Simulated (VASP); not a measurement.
C, 1 atom in the cell. Symmetry: Pmmm, No. 47, orthorhombic system. Conventional cell: a = 1.286 Å, b = 3.183 Å, c = 3.256 Å, α = 90.00°, β = 90.00°, γ = 90.00°. Within 1.7 Å of C (site symmetry mmm) lie 2 C at 1.29 Å. 

```yaml
Program: VASP 6.6.1
Task: relaxation of cell and atoms
Functional: PBE
Potentials_or_basis: VASP PAW PBE potentials, release 64 (C)
Cutoff: 600 eV
k_mesh: 42 × 18 × 18
Occupations: gaussian, width 0.1 eV
Spin: no spin polarisation
Dipole_correction: no
Further_INCAR_settings: ALGO = Normal; EDIFF = 1e-06; IBRION = 2; EDIFFG = -0.01; NSW = 100; ISIF = 3
```

Potentials or basis: VASP PAW PBE potentials, release 64 (C).

Launch:

```bash
$ cat potpaw_PBE.64/C/POTCAR > POTCAR
$ mpirun -np 1 vasp_std > vasp.out
```

Hardware: 1 thread of AMD EPYC 7R13 Processor (Zen 3), with other jobs on the host.

How long does it take, and how much memory?

Wall time 30 min on 1 thread of AMD EPYC 7R13 Processor (Zen 3), with other jobs on the host, peak memory 0.27 GiB. Counts: scf iterations 167, k points 2200, ion steps 33.
